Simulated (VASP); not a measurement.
A run of VASP 6.6.1 is set up as follows.

Contents of INCAR:

```
  PREC = Accurate
  ENCUT = 520
  EDIFF = 1E-7
  ISMEAR = -1
  SIGMA = 0.05
  LREAL = False
  LASPH = True
  NELM = 150
  ALGO = Normal
  ISIF = 2
  LWAVE = False
  LCHARG = False
  ISPIN = 2
  MAGMOM = 1 0
  LORBIT = 11
  LMAXMIX = 4
  GGA = PE
  NBANDS = 19
```

KPOINTS

```
regular mesh
0
Gamma
  11 11 11
```

POSCAR

```
NiO
1.0
    0.0000000000      2.0433202721      2.0433202721
    2.0433202721      0.0000000000      2.0433202721
    2.0433202721      2.0433202721      0.0000000000
Ni O
1 1
Direct
    0.0000000000      0.0000000000      0.0000000000
    0.5000000000      0.5000000000      0.5000000000
```

Potentials or basis: VASP PAW PBE potentials, release 64 (Ni, O).

Launch:

```console
$ cat potpaw_PBE.64/Ni/POTCAR potpaw_PBE.64/O/POTCAR > POTCAR
$ mpirun -np 1 vasp_std > vasp.out
```

Q: Estimate the pressure.

A: 18.2 GPa.

Q: What does it give for the site moments?

A: Ni +1.21; O +0.20 μB.

Q: Predict the net moment.

A: 1.45 μB per cell.

Caveat: a cell with one magnetic atom can't hold antiferromagnetic order, which such compounds often take.
